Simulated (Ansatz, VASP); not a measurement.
# One calculation of Al, two programs

The input INCAR:

```
SYSTEM = Al
PREC     = Accurate       ! precision mode
ENCUT    = 520            ! plane-wave cutoff, eV
EDIFF    = 1E-6           ! SCF threshold, eV
ISMEAR   = 0              ! smearing method
SIGMA    = 0.15           ! smearing width, eV
LREAL    = .FALSE.        ! projectors in reciprocal space
LASPH    = .TRUE.         ! aspherical terms in the spheres
NELM     = 100            ! most SCF steps
ALGO     = Normal         ! electronic algorithm
ISIF     = 2              ! what is computed and relaxed
LWAVE    = .FALSE.        ! write WAVECAR
LCHARG   = .FALSE.        ! write CHGCAR
NBANDS   = 8              ! bands
```

Contents of KPOINTS:

```
Automatic mesh
0
G
  22 22 22
  0 0 0
```

POSCAR

```
Al
1.0
   -1.4037723891      1.4037723891      1.8928466894
    1.4037723891     -1.4037723891      1.8928466894
    1.4037723891      1.4037723891     -1.8928466894
Al
1
Direct
    0.0000000000      0.0000000000      0.0000000000
```

Input for Ansatz:

```yaml
crystal:
  lattice:
    - [-1.4037723891, 1.4037723891, 1.8928466894]
    - [1.4037723891, -1.4037723891, 1.8928466894]
    - [1.4037723891, 1.4037723891, -1.8928466894]
  atoms:
    - { symbol: Al, position: [0.0, 0.0, 0.0] }
basis:
  ecutwfc: 420
kpoints:
  mp_grid: { grid: [22, 22, 22] }
hamiltonian:
  xc: lda
scf:
  occupations: { method: gaussian, width: 0.15 }
output:
  forces: true
  stress: true
  eigenvalues: true
```

Alike in both runs: task single point; functional LDA; k mesh 22 × 22 × 22; occupations gaussian, width 0.15 eV; no spin polarisation.

|  | VASP | Ansatz |
| --- | --- | --- |
| version | VASP 6.6.1 | Ansatz 0.2.0 |
| potentials or method | VASP PAW LDA potentials, release 64 (Al), cutoff 520 eV | scalar-relativistic, plane waves, PAW |
| valence electrons in the cell | 3 | 3 |

Ansatz gave:

- gap on the k mesh at the Fermi level (eV): none
- pressure (GPa): 5.7
- traceless stress, the component that is largest in VASP (GPa): 2.65

Estimate VASP's values.

gap on the k mesh at the Fermi level (eV): none; pressure (GPa): 5.9; traceless stress, the component that is largest in VASP (GPa): 2.67.

LDA's correlation is that of Perdew and Zunger in VASP and of Perdew and Wang (1992) in Ansatz. A gap of «none» marks a metal or a gap that the smearing closes.
